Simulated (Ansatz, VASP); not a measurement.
**Two plane-wave programs on Ga2O3**

```
Ga O
1.0
     2.52872    1.45996    4.54104
    -2.52872    1.45996    4.54104
     0.00000   -2.91992    4.54104
Ga O
4 6
Cartesian
  -0.0954 -0.0163 4.7771
  -0.0954 -0.0163 1.8925
  -0.0954 -0.0163 8.7041
  -0.0954 -0.0163 11.5886
  -0.9319 1.4708 7.9941
  -0.7031 -1.5812 7.9941
  1.8257 0.1430 7.9941
  1.0590 -1.4491 5.7236
  0.8302 1.6029 5.7236
  -1.6985 -0.1212 5.7236
```

Change from the starting cell: all O atoms moved 0.2 Å in one direction.

Alike in both runs: task single point; functional PBE; k mesh 6 × 6 × 6; occupations gaussian, width 0.05 eV; no spin polarisation.

```csv
,VASP,Ansatz
version,VASP 6.6.1,Ansatz 0.2.0
potentials or method,"VASP PAW PBE potentials, release 64 (Ga_d, O), cutoff 520 eV","scalar-relativistic, plane waves, PAW"
valence electrons in the cell,88,88
```

|  | VASP | Ansatz | Ansatz less VASP |
| --- | --- | --- | --- |
| gap on the k mesh at the Fermi level (eV) | 2.33 | 2.34 | +0.009 |
| least direct gap on the mesh (eV) | 2.46 | 2.47 | +0.007 |
| pressure (GPa) | 5.2 | 4.5 | -0.72 |
| traceless stress, the component that is largest in VASP (GPa) | 3.59 | 3.68 | +0.084 |
| rms of the force components (eV/Å) | 0.960 | 0.957 | -0.0031 |

Atom by atom the forces differ by 0.014 eV/Å (rms over components). The functional is the same, so the differences come from potentials, cutoffs and numerics.
